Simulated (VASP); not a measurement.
# Pb (Fd-3m) in VASP: a series of runs, part 2 of 4

VASP 6.6.1. The steps go on from the part before.

## Step 3: Electric field gradients, PBE (volume scaled by 0.98)

INCAR reads:

```
SYSTEM = Pb
ALGO     = Normal         ! electronic algorithm
EDIFF    = 1E-8           ! SCF threshold, eV
ENCUT    = 520            ! plane-wave cutoff, eV
GGA      = PE             ! functional
ISIF     = 2              ! what is computed and relaxed
ISMEAR   = -1             ! smearing method
LASPH    = .TRUE.         ! aspherical terms in the spheres
LCHARG   = .FALSE.        ! write CHGCAR
LEFG     = .TRUE.       
LREAL    = .FALSE.        ! projectors in reciprocal space
LWAVE    = .FALSE.        ! write WAVECAR
NBANDS   = 21             ! bands
NELM     = 100            ! most SCF steps
PREC     = Accurate       ! precision mode
SIGMA    = 0.05           ! smearing width, eV
```

KPOINTS reads:

```
k-points
0
G
  8 8 8
  0 0 0
```

POSCAR reads:

```
Pb
1.0
    0.0000000000      3.4159188228      3.4159188228
    3.4159188228      0.0000000000      3.4159188228
    3.4159188228      3.4159188228      0.0000000000
Pb
2
Direct
    0.0000000000      0.0000000000      0.0000000000
    0.2500000000      0.2500000000      0.2500000000
```

Potentials or basis: VASP PAW PBE potentials, release 64 (Pb_d).

Launch:

```console
cat potpaw_PBE.64/Pb_d/POTCAR > POTCAR
mpirun -np 1 vasp_std > vasp.out
```

OUTCAR:

```text
SYSTEM = Pb
   EDIFF = 1E-8
   ENCUT = 520
   GGA = PE
   ISIF = 2
   ISMEAR = -1
   LASPH = .TRUE.
   LREAL = .FALSE.
   NELM = 100
   PREC = Accurate

 ion  position               nearest neighbor table
   1  0.000  0.000  0.000-   2 2.96   2 2.96   2 2.96   2 2.96
   2  0.250  0.250  0.250-   1 2.96   1 2.96   1 2.96   1 2.96

  LATTYP: Found a face centered cubic cell.
 ALAT       =     6.8318376456

  Lattice vectors:

 A1 = (   0.0000000000,   3.4159188228,   3.4159188228)
 A2 = (   3.4159188228,   0.0000000000,   3.4159188228)
 A3 = (   3.4159188228,   3.4159188228,   0.0000000000)

Analysis of symmetry for initial positions (statically):
=====================================================================
 Subroutine PRICEL returns:
 Original cell was already a primitive cell.

 Routine SETGRP: Setting up the symmetry group for a
 face centered cubic supercell.

 Subroutine GETGRP returns: Found 48 space group operations
 (whereof 24 operations were pure point group operations)
 out of a pool of 48 trial point group operations.

The static configuration has the point symmetry T_d .
 The point group associated with its full space group is O_h .

Analysis of symmetry for dynamics (positions and initial velocities):
=====================================================================
 Subroutine PRICEL returns:
 Original cell was already a primitive cell.

 Routine SETGRP: Setting up the symmetry group for a
 face centered cubic supercell.

 Subroutine GETGRP returns: Found 48 space group operations
 (whereof 24 operations were pure point group operations)
 out of a pool of 48 trial point group operations.

The dynamic configuration has the point symmetry T_d .
 The point group associated with its full space group is O_h .

 Subroutine INISYM returns: Found 48 space group operations
 (whereof 24 operations are pure point group operations),
 and found     1 'primitive' translations

----------------------------------------------------------------------------------------

                                     Primitive cell

  volume of cell :      79.7173

  direct lattice vectors                    reciprocal lattice vectors
     0.000000000  3.415918823  3.415918823    -0.146373502  0.146373502  0.146373502
     3.415918823  0.000000000  3.415918823     0.146373502 -0.146373502  0.146373502
     3.415918823  3.415918823  0.000000000     0.146373502  0.146373502 -0.146373502

  length of vectors
     4.830838727  4.830838727  4.830838727     0.253526342  0.253526342  0.253526342

  position of ions in fractional coordinates (direct lattice)
     0.000000000  0.000000000  0.000000000
     0.250000000  0.250000000  0.250000000

  ion indices of the primitive-cell ions
   primitive index   ion index
                 1           1
                 2           2

----------------------------------------------------------------------------------------

[... 68 lines left out ...]
   NELM   =    100;   NELMIN=  2; NELMDL= -5     # of ELM steps
   EDIFF  = 0.1E-07   stopping-criterion for ELM
   LREAL  =      F    real-space projection
   EDIFFG = 0.1E-06   stopping-criterion for IOM
   NSW    =      0    number of steps for IOM
   IBRION =     -1    ionic relax: 0-MD 1-quasi-New 2-CG
   NFREE  =      0    steps in history (QN), initial steepest desc. (CG)
   ISIF   =      2    stress and relaxation
   ISYM   =      2    0-nonsym 1-usesym 2-fastsym
   POTIM  = 0.5000    time-step for ionic-motion
   TEBEG  =    0.0;   TEEND  =   0.0 temperature during run
   PSTRESS=    0.0 pullay stress
   NELECT =      28.0000    total number of electrons
   NUPDOWN=      -1.0000    fix difference up-down
   EMIN   =  10.00;   EMAX   =-10.00  energy-range for DOS
   EFERMI =   0.00;   METHOD = LEGACY
   ISMEAR =    -1;   SIGMA  =   0.05  broadening in eV -4-tet -1-fermi 0-gaus
   EFERMI_NEDOS =   21; number of points for ismear=-14 and -15
   IALGO  =     38    algorithm
   IMIX   =      4    mixing-type and parameters
     AMIX     =   0.40;   BMIX     =  1.00
     AMIX_MAG =   1.60;   BMIX_MAG =  1.00
  volume/ion in A,a.u.               =      39.86       268.98
  Fermi-wavevector in a.u.,A,eV,Ry     =   1.155074  2.182774 18.152851  1.334197
  Thomas-Fermi vector in A             =   2.291706
   LORBIT       =      0    0 simple, 1 ext, 2 COOP (PROOUT), +10 PAW based schemes
   GGA     = PE    functional components
   LHFCALC =     F    Hartree Fock is set to
   AEXX    =    0.0000 exact exchange contribution
   IVDW    =     0    specifies the selected vdW correction
   LEPSILON=     F    determine dielectric tensor
   LRPA    =     F    only Hartree local field effects (RPA)
 non-spin polarized calculation
  energy-cutoff  :      520.00
  volume of cell :       79.72
 maximum number of plane-waves:      2180
   NGX = 17   NGY = 17   NGZ = 17

 number of electron      28.0000009 magnetization

 Free energy of the ion-electron system (eV)
  ---------------------------------------------------
  ext. energy  EPLUGINS =         0.00000000
  ---------------------------------------------------
  free energy    TOTEN  =        -6.53793953 eV

  energy without entropy =       -6.53389690  energy(sigma->0) =       -6.53591821

 E-fermi :   4.5841     XC(G=0):  -8.5128

 val. band max:        4.2614010596   @ k =   0.1250   0.1250   0.0000
 cond. band min:       4.5954696184   @ k =  -0.1250   0.1250   0.0000
 fundamental gap:      0.3340685587
 Fermi energy:         4.5840580905

 k-point     1 :       0.0000    0.0000    0.0000
  band No.  band energies     occupation
      1     -12.7135      2.00000
      2     -12.7135      2.00000
      3     -12.7135      2.00000
      4     -12.6338      2.00000
      5     -12.6338      2.00000
      6     -12.1813      2.00000
[... 565 lines left out ...]
     20      12.5070      0.00000
     21      13.2474      0.00000

 [... further k-points ...]
[... 5 lines left out ...]
  --------------------------------------------------------------------------------------
  -------------------------------------------------------------------------------------
  Total        1.5297115      1.5297115      1.5297115     -0.0000000     -0.0000000      0.0000000
  in kB       30.7445046     30.7445046     30.7445046     -0.0000000     -0.0000000      0.0000000
  external PRESSURE =      30.7445046 kB  Pullay stress =       0.0000000 kB

 VOLUME and BASIS-vectors are now :
 -----------------------------------------------------------------------------
  energy-cutoff  :      520.00
  volume of cell :       79.72
      direct lattice vectors                 reciprocal lattice vectors
     0.000000000  3.415918823  3.415918823    -0.146373502  0.146373502  0.146373502
     3.415918823  0.000000000  3.415918823     0.146373502 -0.146373502  0.146373502
     3.415918823  3.415918823  0.000000000     0.146373502  0.146373502 -0.146373502

 POSITION                                       TOTAL-FORCE (eV/Angst)
 -----------------------------------------------------------------------------------
      0.00000      0.00000      0.00000        -0.000000     -0.000000     -0.000000
      1.70796      1.70796      1.70796         0.000000      0.000000      0.000000
 -----------------------------------------------------------------------------------
    total drift:                                0.000000      0.000000      0.000000

  FREE ENERGIE OF THE ION-ELECTRON SYSTEM (eV)
  ---------------------------------------------------
  free  energy   TOTEN  =        -6.5379395288 eV

  energy  without entropy=       -6.5338968952  energy(sigma->0) =       -6.53591821

 Electric field gradients (V/A^2)
---------------------------------------------------------------------
 ion       V_xx      V_yy      V_zz      V_xy      V_xz      V_yz
---------------------------------------------------------------------
   1      -0.000    -0.000    -0.000    -0.000    -0.000    -0.000
   2      -0.000    -0.000    -0.000    -0.000    -0.000    -0.000
---------------------------------------------------------------------

 Electric field gradients after diagonalization (V/A^2)
 (convention: |V_zz| > |V_xx| > |V_yy|)
----------------------------------------------------------------------
 ion       V_xx      V_yy      V_zz     asymmetry (V_yy - V_xx)/ V_zz
----------------------------------------------------------------------
   1       0.000     0.000    -0.001       0.000
   2       0.000     0.000    -0.001       0.000
----------------------------------------------------------------------

           NMR quadrupolar parameters

 Cq : quadrupolar parameter    Cq=e*Q*V_zz/h
 eta: asymmetry parameters     (V_yy - V_xx)/ V_zz
 Q  : nuclear electric quadrupole moment in mb (millibarn)
----------------------------------------------------------------------
 ion       Cq(MHz)       eta       Q (mb)
----------------------------------------------------------------------
   1      -0.000       0.000       1.000
   2      -0.000       0.000       1.000
----------------------------------------------------------------------
```

Wall time 17 s (1 thread of Intel Xeon 6975P-C (Granite Rapids), shared host); peak memory 0.21 GiB.

What came out:

| Quantity | Value |
| --- | --- |
| Free energy | -6.5379 eV |
| Pressure | 3.1 GPa |
| Band gap on the k mesh | zero (band 14 reaches 4.94 eV, above the bottom of band 15 at 3.76 eV) |

Levels at points of the mesh, in eV from the Fermi level:
```csv
k point,band 10,band 11,band 12,band 13,band 14,band 15,band 16,band 17,band 18,band 19
"(0.00, 0.00, 0.00)",-16.74,-11.32,-3.87,0.35,0.35,0.35,2.37,2.37,2.37,4.08
"(0.50, 0.00, 0.00)",-16.68,-9.93,-7.19,-1.01,-0.83,-0.83,3.50,3.50,5.39,7.38
"(0.50, 0.50, 0.00)",-16.64,-8.59,-8.59,-2.08,-2.08,0.80,0.80,7.25,7.25,8.27
```

Caveat: without QUAD_EFG the Cq values of the log hold for a quadrupole moment of 1 mb, not for the nuclei; spin-orbit coupling is left out, which moves the levels of the heavy elements.

(Part 2 of 4 ends here.)
